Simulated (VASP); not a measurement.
Write the native input for VASP 6.6.1 that does the following.

- Task: single point
- Functional: PBE
- Potentials or basis: VASP PAW PBE potentials, release 64 (H, Rh_pv)
- Cutoff: 520 eV
- k mesh: 6 × 6 × 6
- Occupations: gaussian, width 0.1 eV
- Spin: no spin polarisation
- Dipole correction: no
- Further INCAR settings: ALGO = Normal; EDIFF = 1e-07; NBANDS = 22

The structure of HRh2 lies in POSCAR:

```
HRh2
1.0
    0.0000000000      2.5744495190      2.5744495190
    2.5744495190      0.0000000000      2.5744495190
    2.5744495190      2.5744495190      0.0000000000
H Rh
1 2
Direct
    0.0000000000      0.0000000000      0.0000000000
    0.2500000000      0.2500000000      0.2500000000
    0.7500000000      0.7500000000      0.7500000000
```

The cell was built from a structure type or drawn by symmetry, and may not be a known phase.

The input as run:

INCAR

```
PREC = Accurate ; ENCUT = 520
EDIFF = 1E-7 ; ISMEAR = 0
SIGMA = 0.1 ; LREAL = False
LASPH = True ; NELM = 80
ALGO = Normal ; ISIF = 2
LWAVE = False ; LCHARG = False
GGA = PE ; NBANDS = 22
```

KPOINTS

```
Automatic mesh
0
Gamma
  6 6 6
```

Potentials or basis: VASP PAW PBE potentials, release 64 (H, Rh_pv).

The run is started by

```sh
$ cat potpaw_PBE.64/H/POTCAR potpaw_PBE.64/Rh_pv/POTCAR > POTCAR
$ mpirun -np 1 vasp_std > vasp.out
```

Results of the run:

```
Pressure               : -0.1 GPa
Band gap on the k mesh : zero (an odd number of electrons rules out a gap without spin polarisation)
```

It took 26 s on 1 thread of Intel Xeon 8259CL, on a shared host, peak memory 0.16 GiB.
